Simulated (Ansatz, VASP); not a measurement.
PbS: VASP beside Ansatz

File INCAR:

```
SYSTEM = PbS
ALGO = Normal ; EDIFF = 1E-6
ENCUT = 520 ; GGA = PS
ISIF = 2 ; ISMEAR = -1
LASPH = .TRUE. ; LCHARG = .FALSE.
LREAL = .FALSE. ; LWAVE = .FALSE.
NBANDS = 17 ; NELM = 100
PREC = Accurate ; SIGMA = 0.1
```

File KPOINTS:

```
k-points
0
G
  14 14 14
  0 0 0
```

POSCAR

```
PbS
1.0
    0.0000000000      2.8281659027      2.8281659027
    2.8281659027      0.0000000000      2.8281659027
    2.8281659027      2.8281659027      0.0000000000
Pb S
1 1
Direct
    0.0000000000      0.0000000000      0.0000000000
    0.5000000000      0.5000000000      0.5000000000
```

Input for Ansatz:

```yaml
crystal:
  lattice:
    - [0.0, 2.8281659027, 2.8281659027]
    - [2.8281659027, 0.0, 2.8281659027]
    - [2.8281659027, 2.8281659027, 0.0]
  atoms:
    - { symbol: Pb, position: [0.0, 0.0, 0.0] }
    - { symbol: S, position: [0.5, 0.5, 0.5] }
kpoints:
  mp_grid: { grid: [14, 14, 14] }
scf:
  occupations: { method: fermi_dirac, width: 0.1 }
hamiltonian:
  xc: pbesol
  pseudopotentials: { kind: paw }
output:
  forces: true
  stress: true
  eigenvalues: true
  populations: true
  write_density: true
  write_potential: true
  elf: true
  volumetric_format: npy
```

Change from the starting cell: volume scaled by 0.88, PAW files.

Alike in both runs: task single point; functional PBEsol; k mesh 14 × 14 × 14; occupations fermi-dirac, width 0.1 eV; no spin polarisation.

```csv
,VASP,Ansatz
version,VASP 6.6.1,Ansatz 0.2.0
potentials or method,"VASP PAW PBE potentials, release 64 (Pb_d, S)","PAW with Ansatz's default frozen-core files, scalar-relativistic"
plane-wave cutoff (eV),520,420
valence electrons in the cell,20,20
```

|  | VASP | Ansatz | Ansatz less VASP |
| --- | --- | --- | --- |
| pressure (GPa) | 10.0 | 10.0 | +0.04 |

VASP's potentials were made for PBE, not for PBEsol. The functional is the same, so the differences come from potentials, cutoffs and numerics.

Neither program's run includes spin-orbit coupling.
